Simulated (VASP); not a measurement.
Here is a VASP 6.6.1 calculation.

The input POSCAR:

```
MgO
1.0
    0.0000000000      2.1021086852      2.1021086852
    2.1021086852      0.0000000000      2.1021086852
    2.1021086852      2.1021086852      0.0000000000
Mg O
1 1
Direct
    0.0178392298     -0.0178392298      0.0178392298
    0.5000000000      0.5000000000      0.5000000000
```

Contents of INCAR.step1:

```
PREC = Accurate
ENCUT = 520
ISMEAR = 0
SIGMA = 0.05
LREAL = False
LASPH = True
NELM = 60
NBANDS = 11
GGA = PE
ALGO = Normal
EDIFF = 1E-4
LWAVE = True
LCHARG = False
```

Contents of INCAR.step2:

```
PREC = Accurate
ENCUT = 520
EDIFF = 1E-6
ISMEAR = 0
SIGMA = 0.05
LREAL = False
LASPH = True
NELM = 60
ALGO = Normal
ISIF = 2
LWAVE = False
LCHARG = False
METAGGA = R2SCAN
LMIXTAU = True
NBANDS = 11
ISTART = 1
```

File KPOINTS:

```
regular mesh
0
Gamma
  10 10 10
```

Potentials or basis: VASP PAW PBE potentials, release 64 (Mg, O).

Launch:

```sh
$ cat potpaw_PBE.64/Mg/POTCAR potpaw_PBE.64/O/POTCAR > POTCAR
$ cp INCAR.step1 INCAR
$ mpirun -np 1 vasp_std > vasp.out
$ cp INCAR.step2 INCAR
$ mpirun -np 1 vasp_std > vasp.out
```

Task: What does it give for the pressure?

Result: -0.5 GPa.

Task: What does it give for the band gap on the k mesh?

Result: 5.66 eV, direct.

Forces on the atoms (eV/Å):
```
Mg   0.000 -0.443  0.000
O    0.000  0.443  0.000
```

Caveat: the cell differs from its parent crystal (all Mg atoms moved +0.075 Å, as atom 1 along Cartesian [0 1 0]); the PAW data sets were made with another functional, which shifts forces and pressure a little.
